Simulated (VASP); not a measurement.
Write the native input for VASP 6.6.1 that does the following.

- Task: single point
- Functional: revPBE
- Potentials or basis: VASP PAW PBE potentials, release 64 (Pd)
- Cutoff: 500 eV
- k mesh: 16 × 16 × 16
- Occupations: fermi-dirac, width 0.1 eV
- Spin: no spin polarisation
- Dipole correction: no
- Further INCAR settings: ALGO = Normal; EDIFF = 1e-06; NBANDS = 11

The structure of Pd lies in POSCAR:

```
Pd
1.0
   -1.5810518789      1.5810518789      1.5810518789
    1.5810518789     -1.5810518789      1.5810518789
    1.5810518789      1.5810518789     -1.5810518789
Pd
1
Direct
    0.0000000000      0.0000000000      0.0000000000
```

This isn't the form of Pd at room conditions, which is fcc.

These files were run (other wordings do the same):

INCAR

```
ALGO     = Normal         # electronic algorithm
EDIFF    = 1E-6           # SCF threshold, eV
ENCUT    = 500            # plane-wave cutoff, eV
GGA      = RE             # functional
GGA_COMPAT= F            
ISIF     = 2              # what is computed and relaxed
ISMEAR   = -1             # smearing method
LASPH    = T              # aspherical terms in the spheres
LCHARG   = T              # write CHGCAR
LELF     = T              # ELF
LREAL    = F              # projectors in reciprocal space
LVHAR    = T            
LWAVE    = F              # write WAVECAR
NBANDS   = 11             # bands
NELM     = 120            # most SCF steps
PREC     = Accurate       # precision mode
SIGMA    = 0.1            # smearing width, eV
```

KPOINTS

```
k-points
0
Gamma
  16 16 16
```

Potentials or basis: VASP PAW PBE potentials, release 64 (Pd).

Launch:

```bash
$ cat potpaw_PBE.64/Pd/POTCAR > POTCAR
$ mpirun -np 1 vasp_std > vasp.out
```

It gave:

The pressure is -0.3 GPa and the band gap on the k mesh is zero (bands 5 and 6 overlap by 1.49 eV).

Caveat: the PAW data sets were made with another functional, which shifts forces and pressure a little.

It took 38 s on 1 thread of AMD EPYC 7R13 (shared host), peak memory 0.11 GiB.
